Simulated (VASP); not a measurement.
Write the native input for VASP 6.6.1 that does the following.

- Task: single point
- Functional: PBE
- Potentials or basis: VASP PAW PBE potentials, release 64 (Zr_sv, B)
- Cutoff: 520 eV
- k mesh: 15 × 15 × 12
- Occupations: gaussian, width 0.1 eV
- Spin: no spin polarisation
- Dipole correction: no
- Further INCAR settings: ALGO = Normal; EDIFF = 1e-07; NBANDS = 16

The structure of ZrB2 lies in POSCAR:

```
ZrB2
1.0
    3.0781406990      0.0000000000      0.0000000000
   -1.5390703495      2.6657480418      0.0000000000
    0.0000000000      0.0000000000      3.4212707631
Zr B
1 2
Direct
    0.0000000000      0.0000000000      0.0000000000
    0.3333333333      0.6666666667      0.5000000000
    0.6666666667      0.3333333333      0.5000000000
```

This cell differs from its parent crystal: volume scaled by 0.91, then relaxed in part.

One way to write it, as run:

INCAR

```
SYSTEM = ZrB2
  ALGO = Normal
  EDIFF = 1E-7
  ENCUT = 520
  GGA = PE
  ISIF = 2
  ISMEAR = 0
  LASPH = .TRUE.
  LCHARG = .FALSE.
  LREAL = .FALSE.
  LWAVE = .FALSE.
  NBANDS = 16
  NELM = 80
  PREC = Accurate
  SIGMA = 0.1
```

KPOINTS

```
k-points
0
G
  15 15 12
  0 0 0
```

Potentials or basis: VASP PAW PBE potentials, release 64 (Zr_sv, B).

Run with:

```bash
$ cat potpaw_PBE.64/Zr_sv/POTCAR potpaw_PBE.64/B/POTCAR > POTCAR
$ mpirun -np 1 vasp_std > vasp.out
```

It gave:

```yaml
Pressure: 27.2 GPa
Band_gap_on_the_k_mesh: zero (band 9 reaches 12.38 eV, above the bottom of band 10 at 11.29 eV)
```

Wall time 33 s on 1 thread of AMD EPYC 9R45 96-Core Processor (Zen 5), on a shared host, peak memory 0.18 GiB.
